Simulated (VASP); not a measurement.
Wanted: the native input for a VASP 6.6.1 run.

| Item | Value |
| --- | --- |
| Task | single point |
| Functional | PBE |
| Potentials or basis | VASP PAW PBE potentials, release 64 (Mg, O) |
| Cutoff | 520 eV |
| k mesh | 6 × 6 × 6 |
| Occupations | gaussian, width 0.05 eV |
| Spin | no spin polarisation |
| Dipole correction | no |
| Further INCAR settings | ALGO = Normal; EDIFF = 1e-06; NBANDS = 16 |

The structure of MgO lies in POSCAR:

```
MgO
1.0
    3.3817865268      0.0000000000      0.0000000000
   -1.6908932634      2.9287130424      0.0000000000
    0.0000000000      0.0000000000      4.2407118383
Mg O
2 2
Direct
    0.6666666667      0.3333333333      0.7500000000
    0.3333333333      0.6666666667      0.2500000000
    0.6666666667      0.3333333333      0.2500000000
    0.3333333333      0.6666666667      0.7500000000
```

This cell differs from its parent crystal: strain -0.030 along x and y, +0.015 along z.

These files were run (other wordings do the same):

INCAR

```
SYSTEM = MgO
PREC     = Accurate       ! precision mode
ENCUT    = 520            ! plane-wave cutoff, eV
EDIFF    = 1E-6           ! SCF threshold, eV
ISMEAR   = 0              ! smearing method
SIGMA    = 0.05           ! smearing width, eV
LREAL    = .False.        ! projectors in reciprocal space
LASPH    = .True.         ! aspherical terms in the spheres
NELM     = 60             ! most SCF steps
ALGO     = Normal         ! electronic algorithm
ISIF     = 2              ! what is computed and relaxed
LWAVE    = .False.        ! write WAVECAR
LCHARG   = .False.        ! write CHGCAR
GGA      = PE             ! functional
NBANDS   = 16             ! bands
```

KPOINTS

```
regular mesh
0
Gamma
  6 6 6
  0 0 0
```

Potentials or basis: VASP PAW PBE potentials, release 64 (Mg, O).

Run with:

```bash
$ cat potpaw_PBE.64/Mg/POTCAR potpaw_PBE.64/O/POTCAR > POTCAR
$ mpirun -np 1 vasp_std > vasp.out
```

Results of the run:

The pressure is 11.5 GPa. The band gap on the k mesh is 3.64 eV, direct.

Caveat: the cell differs from its parent crystal (strain -0.030 along x and y, +0.015 along z).

Run time: 17 s on 1 thread of AMD EPYC 7R13 Processor (Zen 3), on a shared host, peak memory 0.14 GiB.
